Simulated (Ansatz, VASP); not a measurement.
**NaHF2 in VASP and in Ansatz**

File INCAR:

```
PREC = Accurate
ENCUT = 520
EDIFF = 1E-7
ISMEAR = -1
SIGMA = 0.02
LREAL = False
LASPH = True
NELM = 100
ALGO = Normal
ISIF = 2
LWAVE = False
LCHARG = False
NBANDS = 19
```

Contents of KPOINTS:

```
Automatic mesh
0
Gamma
  10 10 10
```

POSCAR

```
NaHF2
1.0
    1.7511905257      1.0110503214      4.6999154716
   -1.7511905257      1.0110503214      4.6999154716
    0.0000000000     -2.0221006429      4.6999154716
Na H F
1 1 2
Direct
    0.0000000000      0.0000000000      0.0000000000
    0.5000000000      0.5000000000      0.5000000000
    0.4100000000      0.4100000000      0.4100000000
    0.5900000000      0.5900000000      0.5900000000
```

Input for Ansatz:

```yaml
crystal:
  lattice:
    - [1.7511905257, 1.0110503214, 4.6999154716]
    - [-1.7511905257, 1.0110503214, 4.6999154716]
    - [0.0, -2.0221006429, 4.6999154716]
  atoms:
    - { symbol: Na, position: [0.0, 0.0, 0.0] }
    - { symbol: H, position: [0.5, 0.5, 0.5] }
    - { symbol: F, position: [0.41, 0.41, 0.41] }
    - { symbol: F, position: [0.59, 0.59, 0.59] }
kpoints:
  mp_grid: { grid: [10, 10, 10] }
  band_path:
    path:
      - [0.0, 0.0, 0.0]
      - [0.5, 0.5, 0.5]
      - [0.8024819821, 0.1975180179, 0.5]
      - [0.5, -0.1975180179, 0.1975180179]
      - [0.5, 0.0, 0.0]
      - [0.0, 0.0, 0.0]
      - [0.3487590089, -0.3487590089, 0.0]
      - [0.6512409911, 0.0, 0.3487590089]
      - [0.5, 0.0, 0.5]
    npoints: 5
scf:
  occupations: { method: fermi_dirac, width: 0.02 }
hamiltonian:
  xc: lda
  pseudopotentials: { kind: all_electron, lapw: { basis_error: 0.001 } }
output:
  forces: true
  stress: true
  eigenvalues: true
```

Change from the starting cell: volume scaled by 1.04.

Alike in both runs: task single point; functional LDA; k mesh 10 × 10 × 10; occupations fermi-dirac, width 0.02 eV; no spin polarisation.

|  | VASP | Ansatz |
| --- | --- | --- |
| version | VASP 6.6.1 | Ansatz 0.2.0 |
| potentials or method | VASP PAW LDA potentials, release 64 (Na_pv, H, F), cutoff 520 eV | all-electron LAPW, scalar-relativistic |

VASP gave:

- gap on the k mesh at the Fermi level (eV): 6.18
- pressure (GPa): -8.3
- traceless stress, the component that is largest in VASP (GPa): -11.42
- rms of the force components (eV/Å): 0.905

Problem. Which values does Ansatz return?

Solution. gap on the k mesh at the Fermi level (eV): 6.21; pressure (GPa): -8.2; traceless stress, the component that is largest in VASP (GPa): -11.75; rms of the force components (eV/Å): 0.923.

LDA's correlation is that of Perdew and Zunger in VASP and of Perdew and Wang (1992) in Ansatz. Atom by atom the forces differ by 0.018 eV/Å (rms over components). Ansatz ran all-electron here, and VASP with PAW potentials.
